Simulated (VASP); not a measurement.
# BaS (P1) in VASP: single point with PBE

Aim: the single point of BaS with PBE.

Program: VASP 6.6.1. These are calculated values, not measurements. Logs are shortened: lines on timing, memory, paths and dates and some standing lists are left out, and cuts for length are marked.

**1. The cell of the first run**

The typed cell holds 2 atoms: a = 4.517 Å, b = 4.517 Å, c = 4.517 Å, α = 60.00°, β = 60.00°, γ = 60.00°.

**2. Single point, PBE (one atom moved)**

File INCAR:

```
SYSTEM = BaS
PREC     = Accurate       ! precision mode
ENCUT    = 520            ! plane-wave cutoff, eV
EDIFF    = 1E-7           ! SCF threshold, eV
ISMEAR   = 0              ! smearing method
SIGMA    = 0.02           ! smearing width, eV
LREAL    = .FALSE.        ! projectors in reciprocal space
LASPH    = .TRUE.         ! aspherical terms in the spheres
NELM     = 80             ! most SCF steps
ALGO     = Normal         ! electronic algorithm
ISIF     = 2              ! what is computed and relaxed
LWAVE    = .FALSE.        ! write WAVECAR
LCHARG   = .FALSE.        ! write CHGCAR
GGA      = PE             ! functional
NBANDS   = 15             ! bands
```

File KPOINTS:

```
regular mesh
0
G
  8 8 8
  0 0 0
```

File POSCAR:

```
BaS
1.0
    0.0000000000      3.1937500000      3.1937500000
    3.1937500000      0.0000000000      3.1937500000
    3.1937500000      3.1937500000      0.0000000000
Ba S
1 1
Direct
   -0.0467193738      0.0914536204     -0.0558309198
    0.5000000000      0.5000000000      0.5000000000
```

Potentials or basis: VASP PAW PBE potentials, release 64 (Ba_sv, S).

On the command line:

```sh
cat potpaw_PBE.64/Ba_sv/POTCAR potpaw_PBE.64/S/POTCAR > POTCAR
mpirun -np 1 vasp_std > vasp.out
```

OUTCAR:

```text
SYSTEM = BaS
   PREC = Accurate
   ENCUT = 520
   EDIFF = 1E-7
   ISMEAR = 0
   LREAL = .FALSE.
   LASPH = .TRUE.
   NELM = 80
   ISIF = 2
   GGA = PE

 ion  position               nearest neighbor table
   1  0.953  0.091  0.944-   2 2.87   2 3.07   2 3.10   2 3.33   2 3.35   2 3.53
   2  0.500  0.500  0.500-   1 2.87   1 3.07   1 3.10   1 3.33   1 3.35   1 3.53

  LATTYP: Found a face centered cubic cell.
 ALAT       =     6.3875000000

  Lattice vectors:

 A1 = (   0.0000000000,   3.1937500000,   3.1937500000)
 A2 = (   3.1937500000,   0.0000000000,   3.1937500000)
 A3 = (   3.1937500000,   3.1937500000,   0.0000000000)

Analysis of symmetry for initial positions (statically):
=====================================================================
 Subroutine PRICEL returns:
 Original cell was already a primitive cell.

 Routine SETGRP: Setting up the symmetry group for a
 face centered cubic supercell.

 Subroutine GETGRP returns: Found  1 space group operations
 (whereof  1 operations were pure point group operations)
 out of a pool of 48 trial point group operations.

The static configuration has the point symmetry C_1 .

Analysis of symmetry for dynamics (positions and initial velocities):
=====================================================================
 Subroutine PRICEL returns:
 Original cell was already a primitive cell.

 Routine SETGRP: Setting up the symmetry group for a
 face centered cubic supercell.

 Subroutine GETGRP returns: Found  1 space group operations
 (whereof  1 operations were pure point group operations)
 out of a pool of 48 trial point group operations.

The dynamic configuration has the point symmetry C_1 .

 Subroutine INISYM returns: Found  1 space group operations
 (whereof  1 operations are pure point group operations),
 and found     1 'primitive' translations

----------------------------------------------------------------------------------------

                                     Primitive cell

  volume of cell :      65.1527

  direct lattice vectors                    reciprocal lattice vectors
     0.000000000  3.193750000  3.193750000    -0.156555773  0.156555773  0.156555773
     3.193750000  0.000000000  3.193750000     0.156555773 -0.156555773  0.156555773
     3.193750000  3.193750000  0.000000000     0.156555773  0.156555773 -0.156555773

  length of vectors
     4.516644565  4.516644565  4.516644565     0.271162553  0.271162553  0.271162553

  position of ions in fractional coordinates (direct lattice)
     0.953280626  0.091453620  0.944169080
     0.500000000  0.500000000  0.500000000

  ion indices of the primitive-cell ions
   primitive index   ion index
                 1           1
                 2           2

----------------------------------------------------------------------------------------

 KPOINTS: regular mesh

Automatic generation of k-mesh.
 Grid dimensions read from file:
 generate k-points for:    8    8    8

 Generating k-lattice:

  Cartesian coordinates                     Fractional coordinates (reciprocal lattice)
    -0.019569472  0.019569472  0.019569472     0.125000000  0.000000000  0.000000000
     0.019569472 -0.019569472  0.019569472     0.000000000  0.125000000  0.000000000
     0.019569472  0.019569472 -0.019569472     0.000000000  0.000000000  0.125000000

  Length of vectors
     0.033895319  0.033895319  0.033895319

  Shift w.r.t. Gamma in fractional coordinates (k-lattice)
     0.000000000  0.000000000  0.000000000

 Subroutine IBZKPT returns following result:
 ===========================================

 Found    260 irreducible k-points:

 Following reciprocal coordinates:
            Coordinates               Weight
  0.000000  0.000000  0.000000      1.000000
  0.125000  0.000000  0.000000      2.000000
  0.000000  0.125000  0.000000      2.000000
  0.000000  0.000000  0.125000      2.000000
  0.125000  0.125000  0.125000      2.000000
  0.250000  0.000000  0.000000      2.000000
[... 16 lines left out ...]
  0.125000  0.000000  0.250000      2.000000
  0.125000  0.125000 -0.125000      2.000000
 [... further k-points ...]
   k-points           NKPTS =    260   k-points in BZ     NKDIM =    260   number of bands    NBANDS=     15
   number of dos      NEDOS =    301   number of ions     NIONS =      2
   total plane-waves  NPLWV =  46656
   dimension x,y,z NGX =    36 NGY =   36 NGZ =   36
   dimension x,y,z NGXF=    72 NGYF=   72 NGZF=   72
   ions per type =               1   1
   NGX,Y,Z   is equivalent  to a cutoff of  13.25, 13.25, 13.25 a.u.
   NGXF,Y,Z  is equivalent  to a cutoff of  26.50, 26.50, 26.50 a.u.
 SYSTEM =  BaS
   PREC   = accura    normal or accurate (medium, high low for compatibility)
   ISTART =      0    job   : 0-new  1-cont  2-samecut
   ICHARG =      2    charge: 1-file 2-atom 10-const
   ISPIN  =      1    spin polarized calculation?
   LNONCOLLINEAR =      F non collinear calculations
   LSORBIT =      F    spin-orbit coupling
   LASPH  =      T    aspherical Exc in radial PAW
   ENCUT  =  520.0 eV  38.22 Ry    6.18 a.u.   8.40  8.40  8.40*2*pi/ulx,y,z
   NELM   =     80;   NELMIN=  2; NELMDL= -5     # of ELM steps
   EDIFF  = 0.1E-06   stopping-criterion for ELM
   LREAL  =      F    real-space projection
   EDIFFG = 0.1E-05   stopping-criterion for IOM
   NSW    =      0    number of steps for IOM
   IBRION =     -1    ionic relax: 0-MD 1-quasi-New 2-CG
   NFREE  =      0    steps in history (QN), initial steepest desc. (CG)
   ISIF   =      2    stress and relaxation
   ISYM   =      2    0-nonsym 1-usesym 2-fastsym
   POTIM  = 0.5000    time-step for ionic-motion
   TEBEG  =    0.0;   TEEND  =   0.0 temperature during run
   PSTRESS=    0.0 pullay stress
   NELECT =      16.0000    total number of electrons
   NUPDOWN=      -1.0000    fix difference up-down
   EMIN   =  10.00;   EMAX   =-10.00  energy-range for DOS
   EFERMI =   0.00;   METHOD = LEGACY
   ISMEAR =     0;   SIGMA  =   0.02  broadening in eV -4-tet -1-fermi 0-gaus
   EFERMI_NEDOS =   21; number of points for ismear=-14 and -15
   IALGO  =     38    algorithm
   IMIX   =      4    mixing-type and parameters
     AMIX     =   0.40;   BMIX     =  1.00
     AMIX_MAG =   1.60;   BMIX_MAG =  1.00
  volume/ion in A,a.u.               =      32.58       219.84
  Fermi-wavevector in a.u.,A,eV,Ry     =   1.025189  1.937326 14.299891  1.051012
  Thomas-Fermi vector in A             =   2.159016
   LORBIT       =      0    0 simple, 1 ext, 2 COOP (PROOUT), +10 PAW based schemes
   GGA     = PE    functional components
   LHFCALC =     F    Hartree Fock is set to
   AEXX    =    0.0000 exact exchange contribution
   IVDW    =     0    specifies the selected vdW correction
   LEPSILON=     F    determine dielectric tensor
   LRPA    =     F    only Hartree local field effects (RPA)
 non-spin polarized calculation
 Gauss-broadening in eV      SIGMA  =   0.02
  energy-cutoff  :      520.00
  volume of cell :       65.15
 maximum number of plane-waves:      1807
 NGX is ok and might be reduce to    36
   NGX = 17   NGY = 17   NGZ = 17

 number of electron      16.0000001 magnetization

 Free energy of the ion-electron system (eV)
  ---------------------------------------------------
  ext. energy  EPLUGINS =         0.00000000
  ---------------------------------------------------
  free energy    TOTEN  =       -10.01605711 eV

  energy without entropy =      -10.01605711  energy(sigma->0) =      -10.01605711

 E-fermi :   1.4252     XC(G=0):  -8.6024

 val. band max:        1.2931045873   @ k =   0.5000   0.5000   0.0000
 cond. band min:       3.7175044486   @ k =   0.5000   0.0000   0.5000
 fundamental gap:      2.4243998614
 Fermi energy:         1.4251649180

 k-point     1 :       0.0000    0.0000    0.0000
  band No.  band energies     occupation
      1     -24.5772      2.00000
      2      -9.8647      2.00000
      3      -9.6512      2.00000
      4      -9.6403      2.00000
      5      -8.7456      2.00000
      6       1.2117      2.00000
      7       1.2141      2.00000
      8       1.2620      2.00000
      9       4.9928      0.00000
     10       5.3404      0.00000
     11       5.5497      0.00000
     12       5.7579      0.00000
     13       6.3973      0.00000
     14       6.6944      0.00000
     15       9.9628      0.00000

 k-point     2 :       0.1250    0.0000    0.0000
  band No.  band energies     occupation
      1     -24.5704      2.00000
      2     -10.0946      2.00000
      3      -9.6818      2.00000
      4      -9.6516      2.00000
      5      -8.4771      2.00000
      6       0.7970      2.00000
      7       1.0873      2.00000
      8       1.1971      2.00000
      9       5.2437      0.00000
     10       5.4879      0.00000
     11       5.6122      0.00000
     12       5.8716      0.00000
     13       6.9828      0.00000
     14       7.2663      0.00000
     15      10.5820      0.00000

 k-point     3 :       0.0000    0.1250    0.0000
  band No.  band energies     occupation
      1     -24.5706      2.00000
      2     -10.0778      2.00000
      3      -9.6769      2.00000
      4      -9.6470      2.00000
      5      -8.5049      2.00000
      6       0.8432      2.00000
      7       1.0483      2.00000
      8       1.1210      2.00000
      9       5.2920      0.00000
     10       5.5515      0.00000
     11       5.6860      0.00000
     12       5.9509      0.00000
     13       6.8963      0.00000
     14       7.1443      0.00000
     15      10.5910      0.00000
[... 343 lines left out ...]
 k-point    23 :       0.1250    0.0000    0.2500
  band No.  band energies     occupation
      1     -24.5549      2.00000
      2     -10.4122      2.00000
      3      -9.7051      2.00000
      4      -9.7006      2.00000
      5      -8.1428      2.00000
      6       0.2267      2.00000
      7       0.9202      2.00000
      8       1.0872      2.00000
      9       4.8874      0.00000
     10       5.9852      0.00000
     11       6.4503      0.00000
     12       6.7640      0.00000
     13       7.2837      0.00000
     14       8.9534      0.00000
     15      11.8579      0.00000

 k-point    24 :       0.1250    0.1250   -0.1250
  band No.  band energies     occupation
      1     -24.5553      2.00000
      2     -10.3596      2.00000
      3      -9.7479      2.00000
      4      -9.6892      2.00000
      5      -8.1726      2.00000
      6       0.2089      2.00000
      7       0.8907      2.00000
      8       1.1264      2.00000
      9       4.9201      0.00000
     10       6.0976      0.00000
     11       6.3620      0.00000
     12       6.5752      0.00000
     13       7.4485      0.00000
     14       8.8891      0.00000
     15      11.8103      0.00000

 [... further k-points ...]

------------------------ aborting loop because EDIFF is reached ----------------------------------------

  FORCE on cell =-STRESS in cart. coord.  units (eV):
  Direction    XX          YY          ZZ          XY          YZ          ZX
  --------------------------------------------------------------------------------------
  -------------------------------------------------------------------------------------
  Total        0.5564548      2.3991075      0.6923854      0.1595089      0.2031277     -0.0565044
  in kB       13.6838311     58.9966755     17.0265132      3.9224974      4.9951322     -1.3895052
  external PRESSURE =      29.9023399 kB  Pullay stress =       0.0000000 kB

 VOLUME and BASIS-vectors are now :
 -----------------------------------------------------------------------------
  energy-cutoff  :      520.00
  volume of cell :       65.15
      direct lattice vectors                 reciprocal lattice vectors
     0.000000000  3.193750000  3.193750000    -0.156555773  0.156555773  0.156555773
     3.193750000  0.000000000  3.193750000     0.156555773 -0.156555773  0.156555773
     3.193750000  3.193750000  0.000000000     0.156555773  0.156555773 -0.156555773

 POSITION                                       TOTAL-FORCE (eV/Angst)
 -----------------------------------------------------------------------------------
      3.30752      6.05998      3.33662        -0.206209      0.961269     -0.270872
      3.19375      3.19375      3.19375         0.206209     -0.961269      0.270872
 -----------------------------------------------------------------------------------
    total drift:                               -0.000038      0.000015     -0.000006

  FREE ENERGIE OF THE ION-ELECTRON SYSTEM (eV)
  ---------------------------------------------------
  free  energy   TOTEN  =       -10.0160571064 eV

  energy  without entropy=      -10.0160571064  energy(sigma->0) =      -10.01605711
```

Wall time 3.5 min (1 thread of Intel Xeon Platinum 8259CL at 2.50GHz (Skylake/Cascade Lake), shared host); peak memory 0.39 GiB.

What came out:

| Quantity | Value |
| --- | --- |
| Free energy | -10.0161 eV |
| Pressure | 3.0 GPa |
| Largest force | 1.020 eV/Å |
| Band gap on the k mesh | 2.42 eV (least direct gap 2.44 eV) |

Forces in eV/Å, atoms in the order of the input:
```
Ba  -0.206  0.961 -0.271
S    0.206 -0.961  0.271
```

Levels at points of the mesh, in eV from the valence-band top:
```csv
k point,band 5,band 6,band 7,band 8,band 9,band 10,band 11,band 12
"(0.00, 0.00, 0.00)",-10.04,-0.08,-0.08,-0.03,3.70,4.05,4.26,4.46
"(0.50, 0.00, 0.00)",-8.90,-1.76,-0.91,-0.82,5.26,5.77,6.38,6.56
"(0.00, 0.50, 0.00)",-8.99,-1.76,-1.00,-0.97,5.35,6.24,6.48,6.51
"(0.00, 0.00, 0.50)",-8.91,-1.76,-0.92,-0.84,5.25,5.87,6.37,6.57
"(0.50, 0.50, 0.50)",-8.86,-1.75,-0.88,-0.77,5.37,5.49,6.33,6.60
"(0.50, 0.50, 0.00)",-9.84,-0.38,-0.36,0.00,2.76,5.99,6.26,7.46
"(0.00, 0.50, 0.50)",-9.85,-0.39,-0.37,-0.01,2.79,5.98,6.26,7.54
"(0.50, 0.00, 0.50)",-9.78,-0.27,-0.11,-0.01,2.42,6.05,6.22,6.83
```

Caveat: the cell differs from its parent crystal (one atom moved); spin-orbit coupling is left out, which moves the levels of the heavy elements; forces of over 1 eV/Å act on the atoms, so gaps and moduli don't describe the material at rest. A k mesh can miss the band edges.
